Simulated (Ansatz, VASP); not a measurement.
Two plane-wave programs on Be2S3

```
Be S
1.0
     2.35998    2.60534    0.00960
    -0.32608    0.00000    6.51096
     4.71997   -5.21067    0.01920
Be S
4 6
Direct
  0.94978 0.81111 0.24882
  0.94978 0.81111 0.74882
  0.50237 0.18889 0.02511
  0.50237 0.18889 0.52511
  0.43490 0.64390 0.18995
  0.43490 0.64390 0.68995
  0.62010 0.35610 0.28255
  0.62010 0.35610 0.78255
  0.99285 0.00000 0.00357
  0.99285 0.00000 0.50357
```

Alike in both runs: task single point; functional PBE; k mesh 4 × 2 × 2; occupations gaussian, width 0.1 eV; no spin polarisation.

|  | VASP | Ansatz |
| --- | --- | --- |
| version | VASP 6.6.1 | Ansatz 0.2.0 |
| potentials or method | VASP PAW PBE potentials, release 64 (Be, S), cutoff 520 eV | scalar-relativistic, plane waves, PAW |
| valence electrons in the cell | 44 | 44 |

|  | VASP | Ansatz | Ansatz less VASP |
| --- | --- | --- | --- |
| gap on the k mesh at the Fermi level (eV) | 1.36 | 1.33 | -0.029 |
| least direct gap on the mesh (eV) | 1.51 | 1.48 | -0.030 |
| pressure (GPa) | -0.1 | 0.0 | +0.13 |
| traceless stress, the component that is largest in VASP (GPa) | -0.48 | -0.30 | +0.172 |
| rms of the force components (eV/Å) | 0.050 | 0.016 | -0.0338 |

Atom by atom the forces differ by 0.035 eV/Å (rms over components). With one functional, cell and mesh, what is left measures potentials, basis and numerics.

The k mesh is coarse, so the values compare programs but aren't converged.
